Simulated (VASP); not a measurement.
Here is a VASP 6.6.1 calculation.

INCAR

```
ALGO     = Normal         # electronic algorithm
EDIFF    = 1E-7           # SCF threshold, eV
ENCUT    = 520            # plane-wave cutoff, eV
ISIF     = 2              # what is computed and relaxed
ISMEAR   = 0              # smearing method
ISPIN    = 2              # spin polarisation
LASPH    = T              # aspherical terms in the spheres
LCHARG   = T              # write CHGCAR
LDAU     = T              # DFT+U
LDAUJ    = 0.9 0        
LDAUL    = 2 -1           # shell
LDAUPRINT= 1            
LDAUTYPE = 1            
LDAUU    = 5 0            # U, eV
LELF     = T              # ELF
LMAXMIX  = 4              # l up to which the mixer works
LORBIT   = 11             # projections on sites
LREAL    = F              # projectors in reciprocal space
LVHAR    = T            
LWAVE    = F              # write WAVECAR
MAGMOM   = 4 0            # initial moments
NBANDS   = 18             # bands
NELM     = 150            # most SCF steps
PREC     = Accurate       # precision mode
SIGMA    = 0.05           # smearing width, eV
```

Contents of KPOINTS:

```
k-points
0
Gamma
  8 8 8
```

POSCAR

```
FeO
1.0
    0.0000000000      2.1554001600      2.1554001600
    2.1554001600      0.0000000000      2.1554001600
    2.1554001600      2.1554001600      0.0000000000
Fe O
1 1
Direct
    0.0000000000      0.0000000000      0.0000000000
    0.5000000000      0.5000000000      0.5000000000
```

Potentials or basis: VASP PAW LDA potentials, release 64 (Fe, O).

Launch:

```bash
$ cat potpaw_LDA.64/Fe/POTCAR potpaw_LDA.64/O/POTCAR > POTCAR
$ mpirun -np 1 vasp_std > vasp.out
```

(1) Estimate the site moments.

(2) Estimate the pressure.

(3) Estimate the band gap on the k mesh.

Results:

(1) Fe +3.79; O +0.21 μB.

(2) -15.7 GPa.

(3) zero (filled and empty bands overlap).

Caveat: a cell with one magnetic atom can't hold antiferromagnetic order, which such compounds often take.
